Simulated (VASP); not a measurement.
# Rh (P6_3/mmc) in VASP: further runs

The runs below take Rh through single point, with PBEsol.

All numbers are computed with VASP 6.6.1; they aren't measurements. Logs are shortened: lines on timing, memory, paths and dates and some standing lists are left out, and cuts for length are marked.

## (1) The cell of the first run

The structure is hexagonal, space group P6_3/mmc (No. 194). Conventional cell: a = 2.731 Å, b = 2.731 Å, c = 4.428 Å, α = 90.00°, β = 90.00°, γ = 120.00°. Rh (site symmetry -6m2) has 12 Rh at 2.72 to 2.73 Å within 3.6 Å.

## (2) Single point, PBEsol

File INCAR:

```
  ALGO = Normal
  EDIFF = 1E-6
  ENCUT = 520
  GGA = PS
  ISIF = 2
  ISMEAR = -1
  LASPH = T
  LCHARG = F
  LREAL = F
  LWAVE = F
  NBANDS = 22
  NELM = 60
  PREC = Accurate
  SIGMA = 0.15
```

File KPOINTS:

```
k-points
0
Gamma
  12 12 7
```

File POSCAR:

```
Rh
1.0
    2.7309790000      0.0000000000      0.0000000000
   -1.3654900000      2.3650970000      0.0000000000
    0.0000000000      0.0000000000      4.4284890000
Rh
2
Direct
    0.6666666667      0.3333333333      0.7500000000
    0.3333333333      0.6666666667      0.2500000000
```

Potentials or basis: VASP PAW PBE potentials, release 64 (Rh_pv).

On the command line:

```bash
$ cat potpaw_PBE.64/Rh_pv/POTCAR > POTCAR
$ mpirun -np 1 vasp_std > vasp.out
```

OUTCAR:

```text
EDIFF = 1E-6
   ENCUT = 520
   GGA = PS
   ISIF = 2
   ISMEAR = -1
   LASPH = T
   LREAL = F
   NELM = 60
   PREC = Accurate

 ion  position               nearest neighbor table
   1  0.667  0.333  0.750-   2 2.72   2 2.72   2 2.72   2 2.72   2 2.72   2 2.72
   2  0.333  0.667  0.250-   1 2.72   1 2.72   1 2.72   1 2.72   1 2.72   1 2.72

  LATTYP: Found a hexagonal cell.
 ALAT       =     2.7309790000
 C/A-ratio  =     1.6215756328

  Lattice vectors:

 A1 = (   2.7309790000,   0.0000000000,   0.0000000000)
 A2 = (  -1.3654900000,   2.3650970000,   0.0000000000)
 A3 = (   0.0000000000,   0.0000000000,   4.4284890000)

Analysis of symmetry for initial positions (statically):
=====================================================================
 Subroutine PRICEL returns:
 Original cell was already a primitive cell.

 Routine SETGRP: Setting up the symmetry group for a
 hexagonal supercell.

 Subroutine GETGRP returns: Found 24 space group operations
 (whereof 12 operations were pure point group operations)
 out of a pool of 24 trial point group operations.

The static configuration has the point symmetry D_3d.
 The point group associated with its full space group is D_6h.

Analysis of symmetry for dynamics (positions and initial velocities):
=====================================================================
 Subroutine PRICEL returns:
 Original cell was already a primitive cell.

 Routine SETGRP: Setting up the symmetry group for a
 hexagonal supercell.

 Subroutine GETGRP returns: Found 24 space group operations
 (whereof 12 operations were pure point group operations)
 out of a pool of 24 trial point group operations.

The dynamic configuration has the point symmetry D_3d.
 The point group associated with its full space group is D_6h.

 Subroutine INISYM returns: Found 24 space group operations
 (whereof 12 operations are pure point group operations),
 and found     1 'primitive' translations

----------------------------------------------------------------------------------------

                                     Primitive cell

  volume of cell :      28.6037

  direct lattice vectors                    reciprocal lattice vectors
     2.730979000  0.000000000  0.000000000     0.366169055  0.211407897  0.000000000
    -1.365490000  2.365097000  0.000000000     0.000000000  0.422815639  0.000000000
     0.000000000  0.000000000  4.428489000     0.000000000  0.000000000  0.225810655

  length of vectors
[... 78 lines left out ...]
   LSORBIT =      F    spin-orbit coupling
   LASPH  =      T    aspherical Exc in radial PAW
   ENCUT  =  520.0 eV  38.22 Ry    6.18 a.u.   5.08  5.08  8.23*2*pi/ulx,y,z
   NELM   =     60;   NELMIN=  2; NELMDL= -5     # of ELM steps
   EDIFF  = 0.1E-05   stopping-criterion for ELM
   LREAL  =      F    real-space projection
   EDIFFG = 0.1E-04   stopping-criterion for IOM
   NSW    =      0    number of steps for IOM
   IBRION =     -1    ionic relax: 0-MD 1-quasi-New 2-CG
   NFREE  =      0    steps in history (QN), initial steepest desc. (CG)
   ISIF   =      2    stress and relaxation
   ISYM   =      2    0-nonsym 1-usesym 2-fastsym
   POTIM  = 0.5000    time-step for ionic-motion
   TEBEG  =    0.0;   TEEND  =   0.0 temperature during run
   PSTRESS=    0.0 pullay stress
   NELECT =      30.0000    total number of electrons
   NUPDOWN=      -1.0000    fix difference up-down
   EMIN   =  10.00;   EMAX   =-10.00  energy-range for DOS
   EFERMI =   0.00;   METHOD = LEGACY
   ISMEAR =    -1;   SIGMA  =   0.15  broadening in eV -4-tet -1-fermi 0-gaus
   EFERMI_NEDOS =   21; number of points for ismear=-14 and -15
   IALGO  =     38    algorithm
   IMIX   =      4    mixing-type and parameters
     AMIX     =   0.40;   BMIX     =  1.00
     AMIX_MAG =   1.60;   BMIX_MAG =  1.00
  volume/ion in A,a.u.               =      14.30        96.51
  Fermi-wavevector in a.u.,A,eV,Ry     =   1.663314  3.143208 37.642069  2.766614
  Thomas-Fermi vector in A             =   2.750053
   LORBIT       =      0    0 simple, 1 ext, 2 COOP (PROOUT), +10 PAW based schemes
   GGA     = PS    functional components
   LHFCALC =     F    Hartree Fock is set to
   AEXX    =    0.0000 exact exchange contribution
   IVDW    =     0    specifies the selected vdW correction
   LEPSILON=     F    determine dielectric tensor
   LRPA    =     F    only Hartree local field effects (RPA)
 non-spin polarized calculation
  energy-cutoff  :      520.00
  volume of cell :       28.60
 maximum number of plane-waves:       785
   NGX = 11   NGY = 11   NGZ = 17

 number of electron      30.0000007 magnetization

 Free energy of the ion-electron system (eV)
  ---------------------------------------------------
  ext. energy  EPLUGINS =         0.00000000
  ---------------------------------------------------
  free energy    TOTEN  =       -16.25574411 eV

  energy without entropy =      -16.00278953  energy(sigma->0) =      -16.12926682

 E-fermi :  11.1147     XC(G=0): -13.9628

 val. band max:       11.1141511828   @ k =   0.4167  -0.0000   0.2857
 cond. band min:      11.1287415978   @ k =   0.1667   0.0833   0.4286
 fundamental gap:      0.0145904150
 Fermi energy:        11.1146741267

 k-point     1 :       0.0000    0.0000    0.0000
  band No.  band energies     occupation
      1     -35.8540      2.00000
      2     -35.2823      2.00000
      3     -35.2823      2.00000
      4     -35.2001      2.00000
      5     -35.1890      2.00000
      6     -35.1890      2.00000
[... 589 lines left out ...]
     21      26.2023      0.00000
     22      26.4788      0.00000

 [... further k-points ...]

------------------------ aborting loop because EDIFF is reached ----------------------------------------

  FORCE on cell =-STRESS in cart. coord.  units (eV):
  Direction    XX          YY          ZZ          XY          YZ          ZX
  --------------------------------------------------------------------------------------
  -------------------------------------------------------------------------------------
  Total       -2.1565991     -2.1565988     -2.4863898      0.0000005     -0.0000000      0.0000000
  in kB     -120.7972692   -120.7972497   -139.2697851      0.0000255     -0.0000000      0.0000000
  external PRESSURE =    -126.9547680 kB  Pullay stress =       0.0000000 kB

 VOLUME and BASIS-vectors are now :
 -----------------------------------------------------------------------------
  energy-cutoff  :      520.00
  volume of cell :       28.60
      direct lattice vectors                 reciprocal lattice vectors
     2.730979000  0.000000000  0.000000000     0.366169055  0.211407897  0.000000000
    -1.365490000  2.365097000  0.000000000     0.000000000  0.422815639  0.000000000
     0.000000000  0.000000000  4.428489000     0.000000000  0.000000000  0.225810655

 POSITION                                       TOTAL-FORCE (eV/Angst)
 -----------------------------------------------------------------------------------
      1.36549      0.78837      3.32137        -0.000000     -0.000000      0.000000
     -0.00000      1.57673      1.10712         0.000000      0.000000      0.000000
 -----------------------------------------------------------------------------------
    total drift:                                0.000000     -0.000000      0.000000

  FREE ENERGIE OF THE ION-ELECTRON SYSTEM (eV)
  ---------------------------------------------------
  free  energy   TOTEN  =       -16.2557441103 eV

  energy  without entropy=      -16.0027895328  energy(sigma->0) =      -16.12926682
```

stdout:

```text
POSCAR found type information on POSCAR Rh
 POSCAR found :  1 types and       2 ions
 scaLAPACK will be used
 -----------------------------------------------------------------------------
|                                                                             |
|                                                                             |
|     You enforced a specific xc type in the INCAR file but a different       |
|     I HOPE YOU KNOW WHAT YOU ARE DOING!                                     |
|                                                                             |
 -----------------------------------------------------------------------------

 LDA part: xc-table for (Slater+PW92), standard interpolation
 POSCAR, INCAR and KPOINTS ok, starting setup
 FFT: planning ... GRIDC
 FFT: planning ... GRID_SOFT
 FFT: planning ... GRID
 WAVECAR not read
 entering main loop
```

Run time: 26 s. Hardware: 1 thread of Intel Xeon Platinum 8488C (Sapphire Rapids), shared host; peak memory 0.16 GiB.

What came out:

```
Free energy            : -16.2557 eV
Pressure               : -12.7 GPa
Band gap on the k mesh : zero (band 15 reaches 11.73 eV, above the bottom of band 16 at 9.45 eV)
```

Caveat: the PAW data sets were made with another functional, which shifts forces and pressure a little.

## (3) Single point, PBEsol

This run uses another cell than the first one, of 14.59 Å³/atom, 1.020 times its volume.

File INCAR:

```
SYSTEM = Rh
PREC = Accurate
ENCUT = 520
EDIFF = 1E-6
ISMEAR = -1
SIGMA = 0.15
LREAL = .FALSE.
LASPH = .TRUE.
NELM = 60
ALGO = Normal
ISIF = 2
LWAVE = .FALSE.
LCHARG = .TRUE.
GGA = PS
LELF = .TRUE.
LVHAR = .TRUE.
NBANDS = 22
```

File KPOINTS:

```
Automatic mesh
0
G
  12 12 7
  0 0 0
```

File POSCAR:

```
Rh
1.0
    2.7490654807      0.0000000000      0.0000000000
   -1.3745332437      2.3807603505      0.0000000000
    0.0000000000      0.0000000000      4.4578175964
Rh
2
Direct
    0.6666666667      0.3333333333      0.7500000000
    0.3333333333      0.6666666667      0.2500000000
```

Potentials or basis: VASP PAW PBE potentials, release 64 (Rh_pv).

On the command line:

```bash
$ cat potpaw_PBE.64/Rh_pv/POTCAR > POTCAR
$ mpirun -np 1 vasp_std > vasp.out
```

It took 28 s on 1 thread of Intel Xeon Platinum 8488C (Sapphire Rapids), shared host; peak memory 0.16 GiB.

The run converged. Its results:

| Item | Value |
| --- | --- |
| Free energy | -16.2035 eV |
| Pressure | -16.8 GPa |
| Band gap on the k mesh | zero (band 15 reaches 11.36 eV, above the bottom of band 16 at 9.16 eV) |

Stress tensor (GPa, compression positive):
```
-16.15   0.00   0.00
  0.00 -16.15   0.00
  0.00   0.00 -18.04
```

Levels at points of the mesh, in eV from the Fermi level:
| k point | band 11 | band 12 | band 13 | band 14 | band 15 | band 16 | band 17 | band 18 | band 19 | band 20 |
| --- | --- | --- | --- | --- | --- | --- | --- | --- | --- | --- |
| (0.00, 0.00, 0.00) | -2.75 | -2.28 | -2.28 | -1.70 | -1.70 | 0.16 | 0.16 | 0.71 | 7.99 | 15.84 |
| (0.50, 0.00, 0.00) | -2.47 | -2.05 | -1.98 | 0.43 | 0.59 | 0.70 | 2.86 | 4.83 | 9.86 | 10.31 |

Caveat: the PAW data sets were made with another functional, which shifts forces and pressure a little.

## (4) Single point, PBEsol

This run uses another cell than the first one, of 14.87 Å³/atom, 1.040 times its volume.

File INCAR:

```
SYSTEM = Rh
PREC = Accurate ; ENCUT = 520
EDIFF = 1E-7 ; ISMEAR = -1
SIGMA = 0.15 ; LREAL = .FALSE.
LASPH = .TRUE. ; NELM = 100
ALGO = Normal ; ISIF = 2
LWAVE = .FALSE. ; LCHARG = .FALSE.
GGA = PS ; NBANDS = 22
```

File KPOINTS:

```
regular mesh
0
G
  12 12 7
  0 0 0
```

File POSCAR:

```
Rh
1.0
    2.7669170555      0.0000000000      0.0000000000
   -1.3834590343      2.3962202665      0.0000000000
    0.0000000000      0.0000000000      4.4867652751
Rh
2
Direct
    0.6666666667      0.3333333333      0.7500000000
    0.3333333333      0.6666666667      0.2500000000
```

On the command line:

```bash
$ cat potpaw_PBE.64/Rh_pv/POTCAR > POTCAR
$ mpirun -np 1 vasp_std > vasp.out
```

Run time: 31 s. Hardware: 1 thread of Intel Xeon Platinum 8488C (Sapphire Rapids), shared host; peak memory 0.17 GiB.

The run converged. Its results:

```yaml
Free_energy: -16.1375 eV
Pressure: -20.3 GPa
Band_gap_on_the_k_mesh: zero (band 15 reaches 11.00 eV, above the bottom of band 16 at 8.87 eV)
```

Stress tensor (GPa, compression positive):
```
-19.70   0.00   0.00
  0.00 -19.70   0.00
  0.00   0.00 -21.62
```

Levels at points of the mesh, in eV from the Fermi level:
| k point | band 13 | band 14 | band 15 | band 16 | band 17 | band 18 |
| --- | --- | --- | --- | --- | --- | --- |
| (0.00, 0.00, 0.00) | -2.21 | -1.65 | -1.65 | 0.16 | 0.16 | 0.74 |
| (0.50, 0.00, 0.00) | -1.92 | 0.41 | 0.57 | 0.68 | 2.80 | 4.74 |

Caveat: the PAW data sets were made with another functional, which shifts forces and pressure a little.

## (5) Single point, PBEsol

This run uses another cell than the first one, of 15.16 Å³/atom, 1.060 times its volume.

File INCAR:

```
ALGO = Normal
EDIFF = 1E-6
ENCUT = 520
GGA = PS
ISIF = 2
ISMEAR = -1
LASPH = True
LCHARG = False
LREAL = False
LWAVE = False
NBANDS = 22
NELM = 100
PREC = Accurate
SIGMA = 0.15
```

File KPOINTS:

```
k-points
0
Gamma
  12 12 7
```

File POSCAR:

```
Rh
1.0
    2.7845412062      0.0000000000      0.0000000000
   -1.3922711129      2.4114832275      0.0000000000
    0.0000000000      0.0000000000      4.5153441684
Rh
2
Direct
    0.6666666667      0.3333333333      0.7500000000
    0.3333333333      0.6666666667      0.2500000000
```

On the command line:

```bash
$ cat potpaw_PBE.64/Rh_pv/POTCAR > POTCAR
$ mpirun -np 1 vasp_std > vasp.out
```

Wall time 24 s (1 thread of Intel Xeon Platinum 8488C (Sapphire Rapids), shared host); peak memory 0.17 GiB.

Results (log left out):

- Free energy: -16.0596 eV
- Pressure: -23.5 GPa
- Band gap on the k mesh: zero (band 15 reaches 10.66 eV, above the bottom of band 16 at 8.60 eV)

Stress tensor (GPa, compression positive):
```
-22.82   0.00   0.00
  0.00 -22.82   0.00
  0.00   0.00 -24.76
```

Levels at points of the mesh, in eV from the Fermi level:
```csv
k point,band 11,band 12,band 13,band 14,band 15,band 16,band 17,band 18,band 19,band 20
"(0.00, 0.00, 0.00)",-2.58,-2.14,-2.14,-1.60,-1.60,0.15,0.15,0.77,7.65,15.82
"(0.50, 0.00, 0.00)",-2.33,-1.93,-1.86,0.40,0.55,0.66,2.75,4.65,9.59,10.03
```

Caveat: the PAW data sets were made with another functional, which shifts forces and pressure a little.

## (6) The runs side by side

| cell | gap on the mesh (eV) | pressure (GPa) |
| --- | --- | --- |
| a = 2.731, b = 2.731, c = 4.428 Å, angles 90.0, 90.0, 120.0°, 2 atoms | none | -12.7 |
| a = 2.749, b = 2.749, c = 4.458 Å, angles 90.0, 90.0, 120.0°, 2 atoms | none | -16.8 |
| a = 2.767, b = 2.767, c = 4.487 Å, angles 90.0, 90.0, 120.0°, 2 atoms | none | -20.3 |
| a = 2.785, b = 2.785, c = 4.515 Å, angles 90.0, 90.0, 120.0°, 2 atoms | none | -23.5 |

Alike in all rows: task single point; level PBEsol; potentials or basis VASP PAW PBE potentials, release 64 (Rh_pv); no spin polarisation; k mesh 12 × 12 × 7; cutoff (eV) 520; smearing fermi-dirac 0.15 eV.

Caveats: the PAW data sets were made with another functional, which shifts forces and pressure a little.

Total energies depend on the potentials used, so only differences within one code and one set of settings carry meaning.
